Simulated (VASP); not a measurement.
# Zn (P6_3/mmc) in VASP: further runs

The runs below take Zn through single point, with PBEsol.

Everything below comes from runs of VASP 6.6.1. Logs are shortened: lines on timing, memory, paths and dates and some standing lists are left out, and cuts for length are marked.

### Step 1. The cell of the first run

Symmetry: P6_3/mmc, No. 194, hexagonal system. The conventional cell has a = 2.745 Å, b = 2.745 Å, c = 4.798 Å, α = 90.00°, β = 90.00°, γ = 120.00°. Zn (site symmetry -6m2) has 12 Zn at 2.74 to 2.88 Å within 3.6 Å.

### Step 2. Single point, PBEsol (strain +0.030 along x and y, -0.030 along z)

Contents of INCAR:

```
SYSTEM = Zn
  ALGO = Fast
  EDIFF = 1E-6
  ENCUT = 520
  GGA = PS
  ISIF = 2
  ISMEAR = 0
  LASPH = .True.
  LCHARG = .False.
  LREAL = .False.
  LWAVE = .False.
  NBANDS = 19
  NELM = 60
  PREC = Accurate
  SIGMA = 0.15
```

Contents of KPOINTS:

```
k-points
0
Gamma
  24 24 10
  0 0 0
```

Contents of POSCAR:

```
Zn
1.0
    2.7447419948      0.0000000000      0.0000000000
   -1.3723709974      2.3770162943      0.0000000000
    0.0000000000      0.0000000000      4.7982990000
Zn
2
Direct
    0.3333333333      0.6666666667      0.2500000000
    0.6666666667      0.3333333333      0.7500000000
```

Potentials or basis: VASP PAW PBE potentials, release 64 (Zn).

The run is started by

```sh
> cat potpaw_PBE.64/Zn/POTCAR > POTCAR
> mpirun -np 1 vasp_std > vasp.out
```

OUTCAR:

```text
SYSTEM = Zn
   EDIFF = 1E-6
   ENCUT = 520
   GGA = PS
   ISIF = 2
   ISMEAR = 0
   LASPH = .True.
   LREAL = .False.
   NELM = 60
   PREC = Accurate

 ion  position               nearest neighbor table
   1  0.333  0.667  0.250-   2 2.88   2 2.88   2 2.88   2 2.88   2 2.88   2 2.88
   2  0.667  0.333  0.750-   1 2.88   1 2.88   1 2.88   1 2.88   1 2.88   1 2.88

  LATTYP: Found a hexagonal cell.
 ALAT       =     2.7447419948
 C/A-ratio  =     1.7481785206

  Lattice vectors:

 A1 = (   2.7447419948,   0.0000000000,   0.0000000000)
 A2 = (  -1.3723709974,   2.3770162943,   0.0000000000)
 A3 = (   0.0000000000,   0.0000000000,   4.7982990000)

Analysis of symmetry for initial positions (statically):
=====================================================================
 Subroutine PRICEL returns:
 Original cell was already a primitive cell.

 Routine SETGRP: Setting up the symmetry group for a
 hexagonal supercell.

 Subroutine GETGRP returns: Found 24 space group operations
 (whereof 12 operations were pure point group operations)
 out of a pool of 24 trial point group operations.

The static configuration has the point symmetry D_3d.
 The point group associated with its full space group is D_6h.

Analysis of symmetry for dynamics (positions and initial velocities):
=====================================================================
 Subroutine PRICEL returns:
 Original cell was already a primitive cell.

 Routine SETGRP: Setting up the symmetry group for a
 hexagonal supercell.

 Subroutine GETGRP returns: Found 24 space group operations
 (whereof 12 operations were pure point group operations)
 out of a pool of 24 trial point group operations.

The dynamic configuration has the point symmetry D_3d.
 The point group associated with its full space group is D_6h.

 Subroutine INISYM returns: Found 24 space group operations
 (whereof 12 operations are pure point group operations),
 and found     1 'primitive' translations

----------------------------------------------------------------------------------------

                                     Primitive cell

  volume of cell :      31.3055

  direct lattice vectors                    reciprocal lattice vectors
     2.744741995  0.000000000  0.000000000     0.364332969  0.210347738  0.000000000
    -1.372370997  2.377016294  0.000000000     0.000000000  0.420695475  0.000000000
     0.000000000  0.000000000  4.798299000     0.000000000  0.000000000  0.208407188

  length of vectors
     2.744741995  2.744741995  4.798299000     0.420695475  0.420695475  0.208407188

  position of ions in fractional coordinates (direct lattice)
     0.333333333  0.666666667  0.250000000
     0.666666667  0.333333333  0.750000000

  ion indices of the primitive-cell ions
   primitive index   ion index
                 1           1
                 2           2

----------------------------------------------------------------------------------------

 KPOINTS: k-points

Automatic generation of k-mesh.
 Grid dimensions read from file:
 generate k-points for:   24   24   10

 Generating k-lattice:

  Cartesian coordinates                     Fractional coordinates (reciprocal lattice)
     0.015180540  0.008764489  0.000000000     0.041666667  0.000000000  0.000000000
     0.000000000  0.017528978  0.000000000     0.000000000  0.041666667  0.000000000
     0.000000000  0.000000000  0.020840719     0.000000000  0.000000000  0.100000000

  Length of vectors
     0.017528978  0.017528978  0.020840719

  Shift w.r.t. Gamma in fractional coordinates (k-lattice)
     0.000000000  0.000000000  0.000000000

 Subroutine IBZKPT returns following result:
 ===========================================

 Found    366 irreducible k-points:

 Following reciprocal coordinates:
            Coordinates               Weight
  0.000000  0.000000  0.000000      1.000000
  0.041667  0.000000  0.000000      6.000000
  0.083333  0.000000  0.000000      6.000000
  0.125000  0.000000  0.000000      6.000000
  0.166667  0.000000  0.000000      6.000000
  0.208333  0.000000  0.000000      6.000000
[... 16 lines left out ...]
  0.416667  0.041667  0.000000     12.000000
  0.458333  0.041667  0.000000     12.000000
 [... further k-points ...]
   k-points           NKPTS =    366   k-points in BZ     NKDIM =    366   number of bands    NBANDS=     19
   number of dos      NEDOS =    301   number of ions     NIONS =      2
   total plane-waves  NPLWV =  14400
   dimension x,y,z NGX =    20 NGY =   20 NGZ =   36
   dimension x,y,z NGXF=    40 NGYF=   40 NGZF=   72
   ions per type =               2
   NGX,Y,Z   is equivalent  to a cutoff of  12.11, 12.11, 12.47 a.u.
   NGXF,Y,Z  is equivalent  to a cutoff of  24.23, 24.23, 24.95 a.u.
 SYSTEM =  Zn
   PREC   = accura    normal or accurate (medium, high low for compatibility)
   ISTART =      0    job   : 0-new  1-cont  2-samecut
   ICHARG =      2    charge: 1-file 2-atom 10-const
   ISPIN  =      1    spin polarized calculation?
   LNONCOLLINEAR =      F non collinear calculations
   LSORBIT =      F    spin-orbit coupling
   LASPH  =      T    aspherical Exc in radial PAW
   ENCUT  =  520.0 eV  38.22 Ry    6.18 a.u.   5.10  5.10  8.92*2*pi/ulx,y,z
   NELM   =     60;   NELMIN=  2; NELMDL= -5     # of ELM steps
   EDIFF  = 0.1E-05   stopping-criterion for ELM
   LREAL  =      F    real-space projection
   EDIFFG = 0.1E-04   stopping-criterion for IOM
   NSW    =      0    number of steps for IOM
   IBRION =     -1    ionic relax: 0-MD 1-quasi-New 2-CG
   NFREE  =      0    steps in history (QN), initial steepest desc. (CG)
   ISIF   =      2    stress and relaxation
   ISYM   =      2    0-nonsym 1-usesym 2-fastsym
   POTIM  = 0.5000    time-step for ionic-motion
   TEBEG  =    0.0;   TEEND  =   0.0 temperature during run
   PSTRESS=    0.0 pullay stress
   NELECT =      24.0000    total number of electrons
   NUPDOWN=      -1.0000    fix difference up-down
   EMIN   =  10.00;   EMAX   =-10.00  energy-range for DOS
   EFERMI =   0.00;   METHOD = LEGACY
   ISMEAR =     0;   SIGMA  =   0.15  broadening in eV -4-tet -1-fermi 0-gaus
   EFERMI_NEDOS =   21; number of points for ismear=-14 and -15
   IALGO  =     68    algorithm
   IMIX   =      4    mixing-type and parameters
     AMIX     =   0.40;   BMIX     =  1.00
     AMIX_MAG =   1.60;   BMIX_MAG =  1.00
  volume/ion in A,a.u.               =      15.65       105.63
  Fermi-wavevector in a.u.,A,eV,Ry     =   1.498321  2.831416 30.544621  2.244966
  Thomas-Fermi vector in A             =   2.610095
   LORBIT       =      0    0 simple, 1 ext, 2 COOP (PROOUT), +10 PAW based schemes
   GGA     = PS    functional components
   LHFCALC =     F    Hartree Fock is set to
   AEXX    =    0.0000 exact exchange contribution
   IVDW    =     0    specifies the selected vdW correction
   LEPSILON=     F    determine dielectric tensor
   LRPA    =     F    only Hartree local field effects (RPA)
 non-spin polarized calculation
 RMM-DIIS sequential band-by-band and
 Gauss-broadening in eV      SIGMA  =   0.15
  energy-cutoff  :      520.00
  volume of cell :       31.31
 maximum number of plane-waves:       858
   NGX = 11   NGY = 11   NGZ = 17

 number of electron      24.0000018 magnetization

 Free energy of the ion-electron system (eV)
  ---------------------------------------------------
  ext. energy  EPLUGINS =         0.00000000
  ---------------------------------------------------
  free energy    TOTEN  =        -3.08680208 eV

  energy without entropy =       -3.08037292  energy(sigma->0) =       -3.08358750

 E-fermi :   2.8012     XC(G=0): -11.5596

 val. band max:        2.7878673219   @ k =   0.3333   0.2917   0.5000
 cond. band min:       2.8040356689   @ k =   0.3333   0.3333   0.3000
 fundamental gap:      0.0161683471
 Fermi energy:         2.8012249314

 k-point     1 :       0.0000    0.0000    0.0000
  band No.  band energies     occupation
      1      -7.4354      2.00000
      2      -5.6014      2.00000
      3      -4.9476      2.00000
      4      -4.8049      2.00000
      5      -4.8049      2.00000
      6      -4.7427      2.00000
[... 11 lines left out ...]
     18      20.3622      0.00000
     19      20.5928      0.00000

 k-point     2 :       0.0417    0.0000    0.0000
  band No.  band energies     occupation
      1      -7.3872      2.00000
      2      -5.5831      2.00000
      3      -4.9455      2.00000
      4      -4.8069      2.00000
      5      -4.7943      2.00000
      6      -4.7472      2.00000
[... 11 lines left out ...]
     18      20.8642      0.00000
     19      21.6112      0.00000

 k-point     3 :       0.0833    0.0000    0.0000
  band No.  band energies     occupation
      1      -7.2434      2.00000
      2      -5.5310      2.00000
      3      -4.9425      2.00000
      4      -4.8097      2.00000
      5      -4.7630      2.00000
      6      -4.7581      2.00000
[... 11 lines left out ...]
     18      21.2893      0.00000
     19      21.6123      0.00000

 k-point     4 :       0.1250    0.0000    0.0000
  band No.  band energies     occupation
      1      -7.0075      2.00000
      2      -5.4541      2.00000
      3      -4.9454      2.00000
      4      -4.8117      2.00000
      5      -4.7609      2.00000
      6      -4.7127      2.00000
[... 407 lines left out ...]
     18      16.7556      0.00000
     19      17.5488      0.00000

 k-point    23 :       0.4167    0.0417    0.0000
  band No.  band energies     occupation
      1      -5.4376      2.00000
      2      -5.3499      2.00000
      3      -5.2517      2.00000
      4      -4.7613      2.00000
      5      -4.7374      2.00000
      6      -4.6826      2.00000
[... 11 lines left out ...]
     18      16.6222      0.00000
     19      17.3148      0.00000

 k-point    24 :       0.4583    0.0417    0.0000
  band No.  band energies     occupation
      1      -5.4501      2.00000
      2      -5.3551      2.00000
      3      -5.2716      2.00000
      4      -4.7645      2.00000
      5      -4.7513      2.00000
      6      -4.6677      2.00000
[... 11 lines left out ...]
     18      16.5557      0.00000
     19      17.1964      0.00000

 [... further k-points ...]

------------------------ aborting loop because EDIFF is reached ----------------------------------------

  FORCE on cell =-STRESS in cart. coord.  units (eV):
  Direction    XX          YY          ZZ          XY          YZ          ZX
  --------------------------------------------------------------------------------------
  -------------------------------------------------------------------------------------
  Total       -1.5407545     -1.5407545     -1.1513175      0.0000000     -0.0000000      0.0000000
  in kB      -78.8538723    -78.8538723    -58.9229766      0.0000000     -0.0000000      0.0000000
  external PRESSURE =     -72.2102404 kB  Pullay stress =       0.0000000 kB

 VOLUME and BASIS-vectors are now :
 -----------------------------------------------------------------------------
  energy-cutoff  :      520.00
  volume of cell :       31.31
      direct lattice vectors                 reciprocal lattice vectors
     2.744741995  0.000000000  0.000000000     0.364332969  0.210347738  0.000000000
    -1.372370997  2.377016294  0.000000000     0.000000000  0.420695475  0.000000000
     0.000000000  0.000000000  4.798299000     0.000000000  0.000000000  0.208407188

 POSITION                                       TOTAL-FORCE (eV/Angst)
 -----------------------------------------------------------------------------------
     -0.00000      1.58468      1.19957         0.000000      0.000000      0.000000
      1.37237      0.79234      3.59872        -0.000000     -0.000000      0.000000
 -----------------------------------------------------------------------------------
    total drift:                                0.000000     -0.000000      0.000000

  FREE ENERGIE OF THE ION-ELECTRON SYSTEM (eV)
  ---------------------------------------------------
  free  energy   TOTEN  =        -3.0868020824 eV

  energy  without entropy=       -3.0803729234  energy(sigma->0) =       -3.08358750
```

Run time: 73 s. Hardware: 1 thread of Intel Xeon 6975P-C (Granite Rapids), shared host; peak memory 0.27 GiB.

Results:

| Item | Value |
| --- | --- |
| Free energy | -3.0868 eV |
| Pressure | -7.2 GPa |
| Band gap on the k mesh | zero (bands 12 and 13 overlap by 4.02 eV) |

Levels at points of the mesh, in eV from the Fermi level:
| k point | band 8 | band 9 | band 10 | band 11 | band 12 | band 13 | band 14 | band 15 | band 16 | band 17 |
| --- | --- | --- | --- | --- | --- | --- | --- | --- | --- | --- |
| (0.00, 0.00, 0.00) | -7.32 | -7.32 | -7.06 | -7.06 | -3.28 | -2.41 | 15.33 | 15.77 | 15.77 | 17.56 |
| (0.50, 0.00, 0.00) | -7.04 | -6.95 | -6.92 | -3.02 | -2.52 | 2.90 | 3.44 | 4.19 | 5.68 | 9.04 |
| (0.00, 0.00, 0.50) | -7.51 | -7.16 | -7.16 | -7.16 | -7.16 | 5.59 | 5.59 | 17.15 | 17.15 | 17.15 |
| (0.50, 0.00, 0.50) | -7.06 | -6.93 | -6.93 | -1.94 | -1.94 | -0.21 | -0.21 | 10.68 | 10.68 | 11.00 |

Caveat: the cell differs from its parent crystal (strain +0.030 along x and y, -0.030 along z); the cell stands under tension; the PAW data sets were made with another functional, which shifts forces and pressure a little.

### Step 3. Single point, PBEsol (strain +0.015 along x and y, +0.000 along z)

Contents of INCAR:

```
SYSTEM = Zn
PREC = Accurate
ENCUT = 520
EDIFF = 1E-6
ISMEAR = 0
SIGMA = 0.15
LREAL = .False.
LASPH = .True.
NELM = 80
ALGO = Fast
ISIF = 2
LWAVE = .False.
LCHARG = .True.
GGA = PS
LELF = .True.
LVHAR = .True.
NBANDS = 19
```

Contents of KPOINTS:

```
regular mesh
0
Gamma
  24 24 10
  0 0 0
```

Contents of POSCAR:

```
Zn
1.0
    2.7047700240      0.0000000000      0.0000000000
   -1.3523850120      2.3423995522      0.0000000000
    0.0000000000      0.0000000000      4.9467000000
Zn
2
Direct
    0.3333333333      0.6666666667      0.2500000000
    0.6666666667      0.3333333333      0.7500000000
```

Potentials or basis: VASP PAW PBE potentials, release 64 (Zn).

The run is started by

```sh
> cat potpaw_PBE.64/Zn/POTCAR > POTCAR
> mpirun -np 1 vasp_std > vasp.out
```

Wall time 75 s (1 thread of Intel Xeon 6975P-C (Granite Rapids), shared host); peak memory 0.27 GiB.

It converged, with:

* Free energy: -3.0998 eV
* Pressure: -6.7 GPa
* Band gap on the k mesh: zero (bands 12 and 13 overlap by 4.23 eV)

Stress tensor (GPa, compression positive):
```
-7.87  0.00  0.00
 0.00 -7.87  0.00
 0.00  0.00 -4.45
```

Levels at points of the mesh, in eV from the Fermi level:
```csv
k point,band 10,band 11,band 12,band 13,band 14,band 15
"(0.00, 0.00, 0.00)",-7.05,-7.05,-3.47,-2.93,13.79,16.66
"(0.50, 0.00, 0.00)",-6.87,-2.85,-2.27,2.60,3.45,3.94
"(0.00, 0.00, 0.50)",-7.14,-7.14,-7.14,4.73,4.73,17.94
"(0.50, 0.00, 0.50)",-6.88,-1.85,-1.85,-0.05,-0.05,10.07
```

Caveat: the cell differs from its parent crystal (strain +0.015 along x and y, +0.000 along z); the cell stands under tension; the PAW data sets were made with another functional, which shifts forces and pressure a little.
